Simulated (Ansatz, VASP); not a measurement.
**HfIn4SiO6 in VASP and in Ansatz**

File INCAR:

```
SYSTEM = HfIn4SiO6
  PREC = Accurate
  ENCUT = 520
  EDIFF = 1E-6
  ISMEAR = -1
  SIGMA = 0.05
  LREAL = .False.
  LASPH = .True.
  NELM = 60
  ALGO = Normal
  ISIF = 2
  LWAVE = .False.
  LCHARG = .False.
  GGA = PE
  NBANDS = 63
```

KPOINTS

```
regular mesh
0
Gamma
  4 4 2
  0 0 0
```

Contents of POSCAR:

```
HfIn4SiO6
1.0
    5.3468778325      0.0000000000      0.0000000000
   -2.6734439820      4.6305336076      0.0000000000
    0.0000000000      0.0000000000     10.6980008029
Hf In Si O
1 4 1 6
Direct
    0.6666700000      0.3333300000      0.0000000000
    0.0000000000      0.0000000000      0.3044600000
    0.0000000000      0.0000000000      0.6955400000
    0.3333300000      0.6666700000      0.7891900000
    0.3333300000      0.6666700000      0.2108100000
    0.0000000000      0.0000000000      0.0000000000
    0.9730000000      0.7049600000      0.8997200000
    0.2950400000      0.0270000000      0.1002800000
    0.2950400000      0.2680400000      0.8997200000
    0.7319600000      0.7049600000      0.1002800000
    0.7319600000      0.0270000000      0.8997200000
    0.9730000000      0.2680400000      0.1002800000
```

File input.yaml:

```yaml
crystal:
  lattice:
    - [5.3468778325, 0.0, 0.0]
    - [-2.673443982, 4.6305336076, 0.0]
    - [0.0, 0.0, 10.6980008029]
  atoms:
    - { symbol: Hf, position: [0.66667, 0.33333, 0.0] }
    - { symbol: In, position: [0.0, 0.0, 0.30446] }
    - { symbol: In, position: [0.0, 0.0, 0.69554] }
    - { symbol: In, position: [0.33333, 0.66667, 0.78919] }
    - { symbol: In, position: [0.33333, 0.66667, 0.21081] }
    - { symbol: Si, position: [0.0, 0.0, 0.0] }
    - { symbol: O, position: [0.973, 0.70496, 0.89972] }
    - { symbol: O, position: [0.29504, 0.027, 0.10028] }
    - { symbol: O, position: [0.29504, 0.26804, 0.89972] }
    - { symbol: O, position: [0.73196, 0.70496, 0.10028] }
    - { symbol: O, position: [0.73196, 0.027, 0.89972] }
    - { symbol: O, position: [0.973, 0.26804, 0.10028] }
kpoints:
  mp_grid: { grid: [4, 4, 2] }
scf:
  occupations: { method: fermi_dirac, width: 0.05 }
hamiltonian:
  xc: pbe
  pseudopotentials: { kind: all_electron, lapw: { basis_error: 0.003 } }
output:
  forces: true
  stress: true
  eigenvalues: true
```

Change from the starting cell: volume scaled by 1.04.

Alike in both runs: task single point; functional PBE; k mesh 4 × 4 × 2; occupations fermi-dirac, width 0.05 eV; no spin polarisation.

```csv
,VASP,Ansatz
version,VASP 6.6.1,Ansatz 0.2.0
potentials or method,"VASP PAW PBE potentials, release 64 (Hf_pv, In_d, Si, O), cutoff 520 eV","all-electron LAPW, scalar-relativistic"
```

|  | VASP | Ansatz | Ansatz less VASP |
| --- | --- | --- | --- |
| gap on the k mesh at the Fermi level (eV) | 0.52 | 0.53 | +0.004 |
| least direct gap on the mesh (eV) | 1.78 | 1.80 | +0.017 |
| pressure (GPa) | -3.3 | -2.9 | +0.35 |
| traceless stress, the component that is largest in VASP (GPa) | 0.21 | 0.07 | -0.132 |
| rms of the force components (eV/Å) | 0.185 | 0.156 | -0.0288 |

Atom by atom the forces differ by 0.057 eV/Å (rms over components). Ansatz ran all-electron here, and VASP with PAW potentials.

Neither program's run includes spin-orbit coupling.
